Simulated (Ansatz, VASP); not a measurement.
Zr in VASP and in Ansatz

```
Zr
1.0
     3.16736    0.00000    0.00000
    -1.58368    2.85497    0.00000
     0.00000    0.00000    5.14700
Zr
2
Direct
  0.33333 0.66667 0.25000
  0.66667 0.33333 0.75000
```

Change from the starting cell: strain -0.0200 x Voigt [1, -1, 0, 0, 0, 0], atoms carried along.

Alike in both runs: task single point; functional PBE; k mesh 18 × 18 × 10; occupations gaussian, width 0.15 eV; no spin polarisation.

```csv
,VASP,Ansatz
version,VASP 6.6.1,Ansatz 0.2.0
potentials or method,"VASP PAW PBE potentials, release 64 (Zr_sv), cutoff 520 eV","scalar-relativistic, plane waves, PAW"
valence electrons in the cell,24,24
```

|  | VASP | Ansatz | Ansatz less VASP |
| --- | --- | --- | --- |
| gap on the k mesh at the Fermi level (eV) | none | none | - |
| pressure (GPa) | 0.5 | 0.5 | -0.02 |
| traceless stress, the component that is largest in VASP (GPa) | -2.03 | -2.02 | +0.003 |
| rms of the force components (eV/Å) | 0.039 | 0.039 | +0.0002 |

Atom by atom the forces differ by 0.000 eV/Å (rms over components). A gap of «none» marks a metal or a gap that the smearing closes.
